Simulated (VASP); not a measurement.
# PbS (Fm-3m) in VASP: a series of runs

Runs on PbS. Level: PBE. Tasks: single point.

Everything below comes from runs of VASP 6.6.1. Logs are shortened: lines on timing, memory, paths and dates and some standing lists are left out, and cuts for length are marked.

**1. The cell of the first run**

It takes space group Fm-3m (No. 225, cubic). The conventional cell has a = 5.809 Å, b = 5.809 Å, c = 5.809 Å, α = 90.00°, β = 90.00°, γ = 90.00°. Within 3.8 Å of Pb (site symmetry m-3m) lie 6 S at 2.90 Å. Within 3.8 Å of S (site symmetry m-3m) lie 6 Pb at 2.90 Å.

**2. Single point, PBE (volume scaled by 0.94)**

The input, INCAR:

```
SYSTEM = PbS
ALGO     = Normal         ! electronic algorithm
EDIFF    = 1E-7           ! SCF threshold, eV
ENCUT    = 520            ! plane-wave cutoff, eV
GGA      = PE             ! functional
ISIF     = 2              ! what is computed and relaxed
ISMEAR   = -1             ! smearing method
LASPH    = .TRUE.         ! aspherical terms in the spheres
LCHARG   = .TRUE.         ! write CHGCAR
LELF     = .TRUE.         ! ELF
LREAL    = .FALSE.        ! projectors in reciprocal space
LVHAR    = .TRUE.       
LWAVE    = .FALSE.        ! write WAVECAR
NBANDS   = 17             ! bands
NELM     = 60             ! most SCF steps
PREC     = Accurate       ! precision mode
SIGMA    = 0.01           ! smearing width, eV
```

The input, KPOINTS:

```
k-points
0
G
  8 8 8
  0 0 0
```

The input, POSCAR:

```
PbS
1.0
    0.0000000000      2.9044728123      2.9044728123
    2.9044728123      0.0000000000      2.9044728123
    2.9044728123      2.9044728123      0.0000000000
Pb S
1 1
Direct
    0.0000000000      0.0000000000      0.0000000000
    0.5000000000      0.5000000000      0.5000000000
```

Potentials or basis: VASP PAW PBE potentials, release 64 (Pb_d, S).

The run is started by

```
cat potpaw_PBE.64/Pb_d/POTCAR potpaw_PBE.64/S/POTCAR > POTCAR
mpirun -np 1 vasp_std > vasp.out
```

OUTCAR:

```text
SYSTEM = PbS
   EDIFF = 1E-7
   ENCUT = 520
   GGA = PE
   ISIF = 2
   ISMEAR = -1
   LASPH = .TRUE.
   LREAL = .FALSE.
   NELM = 60
   PREC = Accurate

 ion  position               nearest neighbor table
   1  0.000  0.000  0.000-   2 2.90   2 2.90   2 2.90   2 2.90   2 2.90   2 2.90
   2  0.500  0.500  0.500-   1 2.90   1 2.90   1 2.90   1 2.90   1 2.90   1 2.90

  LATTYP: Found a face centered cubic cell.
 ALAT       =     5.8089456246

  Lattice vectors:

 A1 = (   0.0000000000,   2.9044728123,   2.9044728123)
 A2 = (   2.9044728123,   0.0000000000,   2.9044728123)
 A3 = (   2.9044728123,   2.9044728123,   0.0000000000)

Analysis of symmetry for initial positions (statically):
=====================================================================
 Subroutine PRICEL returns:
 Original cell was already a primitive cell.

 Routine SETGRP: Setting up the symmetry group for a
 face centered cubic supercell.

 Subroutine GETGRP returns: Found 48 space group operations
 (whereof 48 operations were pure point group operations)
 out of a pool of 48 trial point group operations.

The static configuration has the point symmetry O_h .

Analysis of symmetry for dynamics (positions and initial velocities):
=====================================================================
 Subroutine PRICEL returns:
 Original cell was already a primitive cell.

 Routine SETGRP: Setting up the symmetry group for a
 face centered cubic supercell.

 Subroutine GETGRP returns: Found 48 space group operations
 (whereof 48 operations were pure point group operations)
 out of a pool of 48 trial point group operations.

The dynamic configuration has the point symmetry O_h .

 Subroutine INISYM returns: Found 48 space group operations
 (whereof 48 operations are pure point group operations),
 and found     1 'primitive' translations

----------------------------------------------------------------------------------------

                                     Primitive cell

  volume of cell :      49.0040

  direct lattice vectors                    reciprocal lattice vectors
     0.000000000  2.904472812  2.904472812    -0.172148280  0.172148280  0.172148280
     2.904472812  0.000000000  2.904472812     0.172148280 -0.172148280  0.172148280
     2.904472812  2.904472812  0.000000000     0.172148280  0.172148280 -0.172148280

  length of vectors
     4.107544843  4.107544843  4.107544843     0.298169568  0.298169568  0.298169568

  position of ions in fractional coordinates (direct lattice)
     0.000000000  0.000000000  0.000000000
     0.500000000  0.500000000  0.500000000

  ion indices of the primitive-cell ions
   primitive index   ion index
                 1           1
                 2           2

----------------------------------------------------------------------------------------

 KPOINTS: k-points

Automatic generation of k-mesh.
 Grid dimensions read from file:
 generate k-points for:    8    8    8

 Generating k-lattice:

  Cartesian coordinates                     Fractional coordinates (reciprocal lattice)
    -0.021518535  0.021518535  0.021518535     0.125000000  0.000000000  0.000000000
     0.021518535 -0.021518535  0.021518535     0.000000000  0.125000000  0.000000000
     0.021518535  0.021518535 -0.021518535     0.000000000  0.000000000  0.125000000

  Length of vectors
     0.037271196  0.037271196  0.037271196

  Shift w.r.t. Gamma in fractional coordinates (k-lattice)
     0.000000000  0.000000000  0.000000000

 Subroutine IBZKPT returns following result:
 ===========================================

 Found     29 irreducible k-points:

 Following reciprocal coordinates:
            Coordinates               Weight
  0.000000  0.000000  0.000000      1.000000
  0.125000  0.000000  0.000000      8.000000
  0.250000  0.000000  0.000000      8.000000
  0.375000  0.000000  0.000000      8.000000
  0.500000  0.000000  0.000000      4.000000
  0.125000  0.125000  0.000000      6.000000
[... 16 lines left out ...]
  0.500000  0.250000  0.125000     48.000000
 -0.375000  0.250000  0.125000     24.000000
 [... further k-points ...]
   k-points           NKPTS =     29   k-points in BZ     NKDIM =     29   number of bands    NBANDS=     17
   number of dos      NEDOS =    301   number of ions     NIONS =      2
   total plane-waves  NPLWV =  32768
   dimension x,y,z NGX =    32 NGY =   32 NGZ =   32
   dimension x,y,z NGXF=    64 NGYF=   64 NGZF=   64
   ions per type =               1   1
   NGX,Y,Z   is equivalent  to a cutoff of  12.95, 12.95, 12.95 a.u.
   NGXF,Y,Z  is equivalent  to a cutoff of  25.90, 25.90, 25.90 a.u.
 SYSTEM =  PbS
   PREC   = accura    normal or accurate (medium, high low for compatibility)
   ISTART =      0    job   : 0-new  1-cont  2-samecut
   ICHARG =      2    charge: 1-file 2-atom 10-const
   ISPIN  =      1    spin polarized calculation?
   LNONCOLLINEAR =      F non collinear calculations
   LSORBIT =      F    spin-orbit coupling
   LASPH  =      T    aspherical Exc in radial PAW
   ENCUT  =  520.0 eV  38.22 Ry    6.18 a.u.   7.64  7.64  7.64*2*pi/ulx,y,z
   NELM   =     60;   NELMIN=  2; NELMDL= -5     # of ELM steps
   EDIFF  = 0.1E-06   stopping-criterion for ELM
   LREAL  =      F    real-space projection
   EDIFFG = 0.1E-05   stopping-criterion for IOM
   NSW    =      0    number of steps for IOM
   IBRION =     -1    ionic relax: 0-MD 1-quasi-New 2-CG
   NFREE  =      0    steps in history (QN), initial steepest desc. (CG)
   ISIF   =      2    stress and relaxation
   ISYM   =      2    0-nonsym 1-usesym 2-fastsym
   POTIM  = 0.5000    time-step for ionic-motion
   TEBEG  =    0.0;   TEEND  =   0.0 temperature during run
   PSTRESS=    0.0 pullay stress
   NELECT =      20.0000    total number of electrons
   NUPDOWN=      -1.0000    fix difference up-down
   EMIN   =  10.00;   EMAX   =-10.00  energy-range for DOS
   EFERMI =   0.00;   METHOD = LEGACY
   ISMEAR =    -1;   SIGMA  =   0.01  broadening in eV -4-tet -1-fermi 0-gaus
   EFERMI_NEDOS =   21; number of points for ismear=-14 and -15
   IALGO  =     38    algorithm
   IMIX   =      4    mixing-type and parameters
     AMIX     =   0.40;   BMIX     =  1.00
     AMIX_MAG =   1.60;   BMIX_MAG =  1.00
  volume/ion in A,a.u.               =      24.50       165.35
  Fermi-wavevector in a.u.,A,eV,Ry     =   1.214342  2.294773 20.063496  1.474625
  Thomas-Fermi vector in A             =   2.349764
   LORBIT       =      0    0 simple, 1 ext, 2 COOP (PROOUT), +10 PAW based schemes
   GGA     = PE    functional components
   LHFCALC =     F    Hartree Fock is set to
   AEXX    =    0.0000 exact exchange contribution
   IVDW    =     0    specifies the selected vdW correction
   LEPSILON=     F    determine dielectric tensor
   LRPA    =     F    only Hartree local field effects (RPA)
 non-spin polarized calculation
  energy-cutoff  :      520.00
  volume of cell :       49.00
 maximum number of plane-waves:      1363
   NGX = 15   NGY = 15   NGZ = 15

 number of electron      20.0000001 magnetization

 Free energy of the ion-electron system (eV)
  ---------------------------------------------------
  ext. energy  EPLUGINS =         0.00000000
  ---------------------------------------------------
  free energy    TOTEN  =        -8.67040929 eV

  energy without entropy =       -8.67040125  energy(sigma->0) =       -8.67040527

 E-fermi :   6.8159     XC(G=0):  -9.9806

 val. band max:        6.7605480272   @ k =   0.5000   0.0000   0.0000
 cond. band min:       6.8712385023   @ k =   0.5000   0.0000   0.0000
 fundamental gap:      0.1106904751
 Fermi energy:         6.8158932637

 k-point     1 :       0.0000    0.0000    0.0000
  band No.  band energies     occupation
      1     -10.2653      2.00000
      2     -10.2653      2.00000
      3     -10.2653      2.00000
      4     -10.2506      2.00000
      5     -10.2506      2.00000
      6      -7.5132      2.00000
[... 9 lines left out ...]
     16      13.2363      0.00000
     17      15.1356      0.00000

 k-point     2 :       0.1250    0.0000    0.0000
  band No.  band energies     occupation
      1     -10.2646      2.00000
      2     -10.2628      2.00000
      3     -10.2628      2.00000
      4     -10.2505      2.00000
      5     -10.2505      2.00000
      6      -7.3664      2.00000
[... 9 lines left out ...]
     16      13.6388      0.00000
     17      16.4453      0.00000

 k-point     3 :       0.2500    0.0000    0.0000
  band No.  band energies     occupation
      1     -10.2743      2.00000
      2     -10.2743      2.00000
      3     -10.2636      2.00000
      4     -10.2329      2.00000
      5     -10.2329      2.00000
      6      -6.9553      2.00000
[... 9 lines left out ...]
     16      14.5094      0.00000
     17      18.7513      0.00000

 k-point     4 :       0.3750    0.0000    0.0000
  band No.  band energies     occupation
      1     -10.2882      2.00000
      2     -10.2882      2.00000
      3     -10.2634      2.00000
      4     -10.2127      2.00000
      5     -10.2127      2.00000
      6      -6.4114      2.00000
[... 9 lines left out ...]
     16      15.7541      0.00000
     17      18.7348      0.00000

 k-point     5 :       0.5000    0.0000    0.0000
  band No.  band energies     occupation
      1     -10.2940      2.00000
      2     -10.2940      2.00000
      3     -10.2635      2.00000
      4     -10.2042      2.00000
      5     -10.2042      2.00000
      6      -6.1099      2.00000
[... 9 lines left out ...]
     16      16.6810      0.00000
     17      17.3560      0.00000

 k-point     6 :       0.1250    0.1250    0.0000
  band No.  band energies     occupation
      1     -10.2701      2.00000
      2     -10.2677      2.00000
      3     -10.2544      2.00000
      4     -10.2544      2.00000
      5     -10.2458      2.00000
      6      -7.3136      2.00000
[... 9 lines left out ...]
     16      14.5308      0.00000
     17      15.9522      0.00000

 k-point     7 :       0.2500    0.1250    0.0000
  band No.  band energies     occupation
      1     -10.2900      2.00000
      2     -10.2704      2.00000
      3     -10.2569      2.00000
      4     -10.2419      2.00000
      5     -10.2296      2.00000
      6      -6.9811      2.00000
[... 9 lines left out ...]
     16      15.3013      0.00000
     17      17.3417      0.00000

 k-point     8 :       0.3750    0.1250    0.0000
  band No.  band energies     occupation
      1     -10.3092      2.00000
      2     -10.2703      2.00000
      3     -10.2642      2.00000
      4     -10.2284      2.00000
      5     -10.2099      2.00000
      6      -6.4637      2.00000
[... 9 lines left out ...]
     16      16.3481      0.00000
     17      18.6585      0.00000
[... 203 lines left out ...]
      1     -10.4397      2.00000
      2     -10.2897      2.00000
      3     -10.2270      2.00000
      4     -10.1967      2.00000
      5     -10.1922      2.00000
      6      -5.6494      2.00000
[... 9 lines left out ...]
     16      18.3216      0.00000
     17      18.5097      0.00000

 k-point    20 :      -0.3750    0.3750    0.0000
  band No.  band energies     occupation
      1     -10.4108      2.00000
      2     -10.2705      2.00000
      3     -10.2426      2.00000
      4     -10.2101      2.00000
      5     -10.1979      2.00000
      6      -5.5768      2.00000
[... 9 lines left out ...]
     16      17.8058      0.00000
     17      19.4815      0.00000

 k-point    21 :       0.5000    0.5000    0.0000
  band No.  band energies     occupation
      1     -10.4661      2.00000
      2     -10.2985      2.00000
      3     -10.2178      2.00000
      4     -10.1875      2.00000
      5     -10.1875      2.00000
      6      -5.5544      2.00000
[... 9 lines left out ...]
     16      18.8845      0.00000
     17      18.8845      0.00000

 k-point    22 :       0.3750    0.2500    0.1250
  band No.  band energies     occupation
      1     -10.3182      2.00000
      2     -10.2705      2.00000
      3     -10.2578      2.00000
      4     -10.2284      2.00000
      5     -10.2189      2.00000
      6      -6.5842      2.00000
[... 9 lines left out ...]
     16      16.5808      0.00000
     17      16.9313      0.00000

 k-point    23 :       0.5000    0.2500    0.1250
  band No.  band energies     occupation
      1     -10.3396      2.00000
      2     -10.2680      2.00000
      3     -10.2583      2.00000
      4     -10.2232      2.00000
      5     -10.2085      2.00000
      6      -6.0861      2.00000
[... 9 lines left out ...]
     16      16.9982      0.00000
     17      18.0919      0.00000

 k-point    24 :      -0.3750    0.2500    0.1250
  band No.  band energies     occupation
      1     -10.3473      2.00000
      2     -10.2727      2.00000
      3     -10.2474      2.00000
      4     -10.2294      2.00000
      5     -10.2021      2.00000
      6      -5.8272      2.00000
[... 9 lines left out ...]
     16      17.5762      0.00000
     17      17.9354      0.00000

 [... further k-points ...]
[... 5 lines left out ...]
  --------------------------------------------------------------------------------------
  -------------------------------------------------------------------------------------
  Total        2.0155581      2.0155581      2.0155581      0.0000000      0.0000000     -0.0000000
  in kB       65.8982610     65.8982610     65.8982610      0.0000000      0.0000000     -0.0000000
  external PRESSURE =      65.8982610 kB  Pullay stress =       0.0000000 kB

 VOLUME and BASIS-vectors are now :
 -----------------------------------------------------------------------------
  energy-cutoff  :      520.00
  volume of cell :       49.00
      direct lattice vectors                 reciprocal lattice vectors
     0.000000000  2.904472812  2.904472812    -0.172148280  0.172148280  0.172148280
     2.904472812  0.000000000  2.904472812     0.172148280 -0.172148280  0.172148280
     2.904472812  2.904472812  0.000000000     0.172148280  0.172148280 -0.172148280

 POSITION                                       TOTAL-FORCE (eV/Angst)
 -----------------------------------------------------------------------------------
      0.00000      0.00000      0.00000        -0.000000     -0.000000     -0.000000
      2.90447      2.90447      2.90447         0.000000      0.000000      0.000000
 -----------------------------------------------------------------------------------
    total drift:                                0.000000     -0.000000     -0.000000

  FREE ENERGIE OF THE ION-ELECTRON SYSTEM (eV)
  ---------------------------------------------------
  free  energy   TOTEN  =        -8.6704092875 eV

  energy  without entropy=       -8.6704012547  energy(sigma->0) =       -8.67040527
```

Wall time 10 s (1 thread of Intel Xeon 6975P-C (Granite Rapids), shared host); peak memory 0.18 GiB.

What came out:

| Quantity | Value |
| --- | --- |
| Free energy | -8.6704 eV |
| Pressure | 6.6 GPa |
| Band gap on the k mesh | 0.11 eV, direct |

Levels at points of the mesh, in eV from the valence-band top:
```
           k point  band 8  band 9  band 10  band 11  band 12  band 13
(0.00, 0.00, 0.00)   -2.58   -2.58    -2.58     5.32     5.32     5.32
(0.50, 0.00, 0.00)   -2.14   -2.14     0.00     0.11     1.73     1.73
(0.50, 0.50, 0.00)   -5.84   -3.95    -3.95     3.49     5.71     5.84
```

Caveat: spin-orbit coupling is left out, which moves the levels of the heavy elements.

**3. Single point, PBE (volume scaled by 0.95)**

The input, INCAR:

```
SYSTEM = PbS
PREC = Accurate
ENCUT = 520
EDIFF = 1E-6
ISMEAR = -1
SIGMA = 0.01
LREAL = .FALSE.
LASPH = .TRUE.
NELM = 60
ALGO = Normal
ISIF = 2
LWAVE = .FALSE.
LCHARG = .FALSE.
GGA = PE
NBANDS = 17
```

The input, KPOINTS:

```
regular mesh
0
G
  8 8 8
  0 0 0
```

The input, POSCAR:

```
PbS
1.0
    0.0000000000      2.9147360524      2.9147360524
    2.9147360524      0.0000000000      2.9147360524
    2.9147360524      2.9147360524      0.0000000000
Pb S
1 1
Direct
    0.0000000000      0.0000000000      0.0000000000
    0.5000000000      0.5000000000      0.5000000000
```

Potentials or basis: VASP PAW PBE potentials, release 64 (Pb_d, S).

The run is started by

```
cat potpaw_PBE.64/Pb_d/POTCAR potpaw_PBE.64/S/POTCAR > POTCAR
mpirun -np 1 vasp_std > vasp.out
```

Run time: 7.9 s. Hardware: 1 thread of Intel Xeon 6975P-C (Granite Rapids), shared host; peak memory 0.18 GiB.

It converged, with:

```yaml
Free_energy: -8.6907 eV
Pressure: 5.8 GPa
Band_gap_on_the_k_mesh: 0.16 eV, direct
```

Levels at points of the mesh, in eV from the valence-band top:
| k point | band 8 | band 9 | band 10 | band 11 | band 12 | band 13 |
| --- | --- | --- | --- | --- | --- | --- |
| (0.00, 0.00, 0.00) | -2.51 | -2.51 | -2.51 | 5.30 | 5.30 | 5.30 |
| (0.50, 0.00, 0.00) | -2.07 | -2.07 | 0.00 | 0.16 | 1.77 | 1.77 |
| (0.50, 0.50, 0.00) | -5.73 | -3.86 | -3.86 | 3.56 | 5.69 | 5.82 |

Caveat: spin-orbit coupling is left out, which moves the levels of the heavy elements. A k mesh can miss the band edges.

**4. Single point, PBE (volume scaled by 0.96)**

The input, INCAR:

```
SYSTEM = PbS
ALGO     = Normal         ! electronic algorithm
EDIFF    = 1E-7           ! SCF threshold, eV
ENCUT    = 520            ! plane-wave cutoff, eV
GGA      = PE             ! functional
ISIF     = 2              ! what is computed and relaxed
ISMEAR   = -1             ! smearing method
LASPH    = .True.         ! aspherical terms in the spheres
LCHARG   = .False.        ! write CHGCAR
LREAL    = .False.        ! projectors in reciprocal space
LWAVE    = .False.        ! write WAVECAR
NBANDS   = 17             ! bands
NELM     = 100            ! most SCF steps
PREC     = Accurate       ! precision mode
SIGMA    = 0.01           ! smearing width, eV
```

The input, KPOINTS:

```
k-points
0
Gamma
  8 8 8
  0 0 0
```

The input, POSCAR:

```
PbS
1.0
    0.0000000000      2.9249275202      2.9249275202
    2.9249275202      0.0000000000      2.9249275202
    2.9249275202      2.9249275202      0.0000000000
Pb S
1 1
Direct
    0.0000000000      0.0000000000      0.0000000000
    0.5000000000      0.5000000000      0.5000000000
```

The run is started by

```
cat potpaw_PBE.64/Pb_d/POTCAR potpaw_PBE.64/S/POTCAR > POTCAR
mpirun -np 1 vasp_std > vasp.out
```

It took 9.1 s on 1 thread of Intel Xeon 6975P-C (Granite Rapids), shared host; peak memory 0.18 GiB.

Results (log left out):

| Property | Result |
| --- | --- |
| Free energy | -8.7084 eV |
| Pressure | 5.0 GPa |
| Band gap on the k mesh | 0.20 eV, direct |

Levels at points of the mesh, in eV from the valence-band top:
```tsv
k point	band 6	band 7	band 8	band 9	band 10	band 11	band 12	band 13	band 14	band 15
(0.00, 0.00, 0.00)	-14.04	-6.01	-2.44	-2.44	-2.44	5.28	5.28	5.28	6.57	6.57
(0.50, 0.00, 0.00)	-12.69	-9.16	-2.01	-2.01	0.00	0.20	1.81	1.81	8.66	9.99
(0.50, 0.50, 0.00)	-12.18	-7.32	-5.62	-3.78	-3.78	3.62	5.66	5.79	5.79	11.15
```

Caveat: spin-orbit coupling is left out, which moves the levels of the heavy elements.

**5. Summary**

```tsv
cell	gap on the mesh (eV)	pressure (GPa)
a = 4.108 Å, angles 60.0°, 2 atoms	0.11	6.6
a = 4.122 Å, angles 60.0°, 2 atoms	0.16	5.8
a = 4.136 Å, angles 60.0°, 2 atoms	0.20	5.0
```

Alike in all rows: task single point; level PBE; potentials or basis VASP PAW PBE potentials, release 64 (Pb_d, S); no spin polarisation; k mesh 8 × 8 × 8; cutoff (eV) 520; smearing fermi-dirac 0.01 eV.

Caveats: spin-orbit coupling is left out, which moves the levels of the heavy elements.

Total energies depend on the potentials used, so only differences within one code and one set of settings carry meaning.
